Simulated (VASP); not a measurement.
Wanted: the native input for a VASP 6.6.1 run.

```yaml
Task: single point
Functional: PBE
Potentials_or_basis: VASP PAW PBE potentials, release 64 (B, N)
Cutoff: 520 eV
k_mesh: 16 × 16 × 16
Occupations: fermi-dirac, width 0.1 eV
Spin: no spin polarisation
Dipole_correction: no
Further_INCAR_settings: ALGO = Normal; EDIFF = 1e-07; NBANDS = 11
```

The structure of BN (zincblende type) lies in POSCAR:

```
BN
1.0
    0.0000000000      1.7675658953      1.7675658953
    1.7675658953      0.0000000000      1.7675658953
    1.7675658953      1.7675658953      0.0000000000
B N
1 1
Direct
    0.0000000000      0.0000000000      0.0000000000
    0.2500000000      0.2500000000      0.2500000000
```

One way to write it, as run:

INCAR

```
SYSTEM = BN
PREC = Accurate
ENCUT = 520
EDIFF = 1E-7
ISMEAR = -1
SIGMA = 0.1
LREAL = .False.
LASPH = .True.
NELM = 100
ALGO = Normal
ISIF = 2
LWAVE = .False.
LCHARG = .False.
GGA = PE
NBANDS = 11
```

KPOINTS

```
Automatic mesh
0
Gamma
  16 16 16
  0 0 0
```

Potentials or basis: VASP PAW PBE potentials, release 64 (B, N).

The run is started by

```bash
$ cat potpaw_PBE.64/B/POTCAR potpaw_PBE.64/N/POTCAR > POTCAR
$ mpirun -np 1 vasp_std > vasp.out
```

Results of the run:

- Pressure: 32.5 GPa
- Band gap on the k mesh: 4.53 eV, indirect (least direct gap 9.14 eV)

Wall time 11 s on 1 thread of Intel(R) Xeon(R) Platinum 8488C (Sapphire Rapids) (shared host), peak memory 0.13 GiB.
